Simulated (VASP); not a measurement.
A run of VASP 6.6.1 is set up as follows.

The input INCAR:

```
SYSTEM = W
ALGO = Normal ; EDIFF = 1E-6
ENCUT = 520 ; GGA = PE
ISIF = 2 ; ISMEAR = -1
LASPH = .True. ; LCHARG = .True.
LELF = .True. ; LREAL = .False.
LVHAR = .True. ; LWAVE = .False.
NBANDS = 13 ; NELM = 80
PREC = Accurate ; SIGMA = 0.03
```

The input KPOINTS:

```
k-points
0
Gamma
  6 6 6
  0 0 0
```

Contents of POSCAR:

```
W
1.0
   -1.5851577801      1.5851577801      1.5851577801
    1.5851577801     -1.5851577801      1.5851577801
    1.5851577801      1.5851577801     -1.5851577801
W
1
Direct
    0.0000000000      0.0000000000      0.0000000000
```

Potentials or basis: VASP PAW PBE potentials, release 64 (W_sv).

The run is started by

```bash
$ cat potpaw_PBE.64/W_sv/POTCAR > POTCAR
$ mpirun -np 1 vasp_std > vasp.out
```

Problem. What does it give for the band gap on the k mesh?

Solution. Zero (band 7 reaches 16.54 eV, above the bottom of band 8 at 10.17 eV).

Problem. Estimate the pressure.

Solution. 2.6 GPa.

Caveat: the k points lie up to 0.47 Å⁻¹ apart; spin-orbit coupling is left out, which moves the levels of the heavy elements.
